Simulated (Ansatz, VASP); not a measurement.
## Two plane-wave programs on NaAg

File INCAR:

```
  PREC = Accurate
  ENCUT = 600
  EDIFF = 1E-7
  ISMEAR = -1
  SIGMA = 0.05
  LREAL = False
  LASPH = True
  NELM = 100
  ALGO = Normal
  ISIF = 3
  LWAVE = False
  LCHARG = False
  GGA = PS
  IBRION = 2
  NSW = 70
  EDIFFG = -0.005
```

KPOINTS

```
Automatic mesh
0
Gamma
  9 9 9
```

File POSCAR:

```
NaAg
1.0
    0.0000000000      3.7074667818      3.7074667818
    3.7074667818      0.0000000000      3.7074667818
    3.7074667818      3.7074667818      0.0000000000
Na Ag
2 2
Direct
    0.1250000000      0.1250000000      0.1250000000
   -0.1250000000     -0.1250000000     -0.1250000000
    0.3750000000      0.3750000000      0.3750000000
   -0.3750000000     -0.3750000000     -0.3750000000
```

Input for Ansatz:

```yaml
crystal:
  lattice:
    - [0.0, 3.7074667818, 3.7074667818]
    - [3.7074667818, 0.0, 3.7074667818]
    - [3.7074667818, 3.7074667818, 0.0]
  atoms:
    - { symbol: Na, position: [0.125, 0.125, 0.125] }
    - { symbol: Na, position: [-0.125, -0.125, -0.125] }
    - { symbol: Ag, position: [0.375, 0.375, 0.375] }
    - { symbol: Ag, position: [-0.375, -0.375, -0.375] }
kpoints:
  mp_grid: { grid: [9, 9, 9] }
scf:
  occupations: { method: fermi_dirac, width: 0.05 }
hamiltonian:
  xc: pbesol
  pseudopotentials: { kind: paw }
output:
  forces: true
  stress: true
relax:
  f_tol: 0.005
  max_steps: 50
  cell: {}
```

Alike in both runs: task relaxation of cell and atoms; functional PBEsol; k mesh 9 × 9 × 9; occupations fermi-dirac, width 0.05 eV; no spin polarisation.

|  | VASP | Ansatz |
| --- | --- | --- |
| version | VASP 6.6.1 | Ansatz 0.2.0 |
| potentials or method | VASP PAW PBE potentials, release 64 (Na_pv, Ag) | PAW with Ansatz's default frozen-core files, scalar-relativistic |
| plane-wave cutoff (eV) | 600 | 420 |
| valence electrons in the cell | 36 | 56 |

|  | VASP | Ansatz | Ansatz less VASP |
| --- | --- | --- | --- |
| relaxed volume (Å³/atom) | 20.40 | 20.38 | -0.026 |
| relaxed length of the cell vector where the two differ most in proportion (Å) | 4.869 | 4.867 | -0.0020 |

VASP's potentials were made for PBE, not for PBEsol. VASP's potentials hold 36 valence electrons a cell and Ansatz's 56, so a difference there can come from the potentials and not from the codes.

Noted on VASP's run: the volume moved by over 15 % at a fixed basis, so the end points are rough.
